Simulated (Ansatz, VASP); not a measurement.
## Two plane-wave programs on In

File INCAR:

```
SYSTEM = In
PREC     = Accurate       ! precision mode
ENCUT    = 520            ! plane-wave cutoff, eV
EDIFF    = 1E-7           ! SCF threshold, eV
ISMEAR   = -1             ! smearing method
SIGMA    = 0.1            ! smearing width, eV
LREAL    = .FALSE.        ! projectors in reciprocal space
LASPH    = .TRUE.         ! aspherical terms in the spheres
NELM     = 80             ! most SCF steps
ALGO     = Normal         ! electronic algorithm
ISIF     = 2              ! what is computed and relaxed
LWAVE    = .FALSE.        ! write WAVECAR
LCHARG   = .FALSE.        ! write CHGCAR
GGA      = CA             ! functional
NBANDS   = 34             ! bands
```

KPOINTS

```
Automatic mesh
0
G
  12 12 4
  0 0 0
```

The input POSCAR:

```
In
1.0
    3.2284568942      0.0000000000      0.0000000000
   -1.6142284471      2.7959256854      0.0000000000
    0.0000000000      0.0000000000     10.4754131608
In
4
Direct
    0.0000000000      0.0000000000      1.0000000000
    0.0000000000      0.0000000000      0.5000000000
    0.3333333333      0.6666666667      0.2500000000
    0.6666666667      0.3333333333      0.7500000000
```

Input for Ansatz:

```yaml
crystal:
  lattice:
    - [3.2284568942, 0.0, 0.0]
    - [-1.6142284471, 2.7959256854, 0.0]
    - [0.0, 0.0, 10.4754131608]
  atoms:
    - { symbol: In, position: [0.0, 0.0, 1.0] }
    - { symbol: In, position: [0.0, 0.0, 0.5] }
    - { symbol: In, position: [0.3333333333, 0.6666666667, 0.25] }
    - { symbol: In, position: [0.6666666667, 0.3333333333, 0.75] }
hamiltonian:
  xc: lda
  pseudopotentials:
    kind: paw
    azcp:
      In: "pseudopotentials/In.paw.azcp"
basis:
  ecutwfc: 420
  fft_grid_basis: typed
kpoints:
  mp_grid: { grid: [12, 12, 4], shift: [0, 0, 0] }
magnetization:
  spin_polarized: false
scf:
  occupations: { method: fermi_dirac, width: 0.1 }
  lower_state_search: "off"
output:
  stress: true
```

Alike in both runs: task single point; functional LDA; k mesh 12 × 12 × 4; occupations fermi-dirac, width 0.1 eV; no spin polarisation.

|  | VASP | Ansatz |
| --- | --- | --- |
| version | VASP 6.6.1 | Ansatz 0.2.0 |
| potentials or method | VASP PAW LDA potentials, release 64 (In_d), cutoff 520 eV | plane waves (420 eV) with PAW, scalar-relativistic |
| valence electrons in the cell | 52 | 52 |

|  | VASP | Ansatz | Ansatz less VASP |
| --- | --- | --- | --- |
| pressure (GPa) | 2.3 | 2.3 | -0.04 |
| traceless stress, the component that is largest in VASP (GPa) | 0.10 | 0.10 | -0.001 |

Ansatz warns that its potentials were made for another functional, while VASP's fit it. LDA's correlation is that of Perdew and Zunger in VASP and of Perdew and Wang (1992) in Ansatz.
